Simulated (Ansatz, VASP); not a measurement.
# WS2: VASP beside Ansatz

The input INCAR:

```
SYSTEM = WS2
ALGO = Normal
EDIFF = 1E-6
ENCUT = 520
GGA = PE
ISIF = 2
ISMEAR = 0
IVDW = 12
LASPH = .TRUE.
LCHARG = .TRUE.
LELF = .TRUE.
LREAL = .FALSE.
LVHAR = .TRUE.
LWAVE = .FALSE.
NBANDS = 20
NELM = 60
PREC = Accurate
SIGMA = 0.05
```

File KPOINTS:

```
k-points
0
G
  12 12 12
  0 0 0
```

The input POSCAR:

```
WS2
1.0
    1.6579504035      0.9572181118      5.8551635000
   -1.6579504035      0.9572181118      5.8551635000
    0.0000000000     -1.9144362235      5.8551635000
W S
1 2
Direct
    0.0000000000      0.0000000000      0.0000000000
    0.7503000000      0.7503000000      0.7503000000
    0.5810000000      0.5810000000      0.5810000000
```

Input for Ansatz:

```yaml
crystal:
  lattice:
    - [1.6579504035, 0.9572181118, 5.8551635]
    - [-1.6579504035, 0.9572181118, 5.8551635]
    - [0.0, -1.9144362235, 5.8551635]
  atoms:
    - { symbol: W, position: [0.0, 0.0, 0.0] }
    - { symbol: S, position: [0.7503, 0.7503, 0.7503] }
    - { symbol: S, position: [0.581, 0.581, 0.581] }
basis:
  ecutwfc: 420
kpoints:
  mp_grid: { grid: [12, 12, 12] }
hamiltonian:
  xc: pbe
  dispersion: d3bj
scf:
  occupations: { method: gaussian, width: 0.05 }
output:
  forces: true
  stress: true
  eigenvalues: true
```

Change from the starting cell: strain +0.050 along x and y, -0.050 along z, atoms carried along.

Alike in both runs: task single point; functional PBE; dispersion D3(BJ); k mesh 12 × 12 × 12; occupations gaussian, width 0.05 eV; no spin polarisation.

|  | VASP | Ansatz |
| --- | --- | --- |
| version | VASP 6.6.1 | Ansatz 0.2.0 |
| potentials or method | VASP PAW PBE potentials, release 64 (W_sv, S), cutoff 520 eV | scalar-relativistic, plane waves, PAW |
| valence electrons in the cell | 26 | 26 |

VASP gave:

* gap on the k mesh at the Fermi level (eV): none
* pressure (GPa): -5.5
* traceless stress, the component that is largest in VASP (GPa): 10.83
* rms of the force components (eV/Å): 0.378

Problem. Which values does Ansatz return?

Solution. gap on the k mesh at the Fermi level (eV): none; pressure (GPa): -5.5; traceless stress, the component that is largest in VASP (GPa): 10.81; rms of the force components (eV/Å): 0.377.

Atom by atom the forces differ by 0.001 eV/Å (rms over components). A gap of «none» marks a metal or a gap that the smearing closes.

Spin-orbit coupling is off throughout.
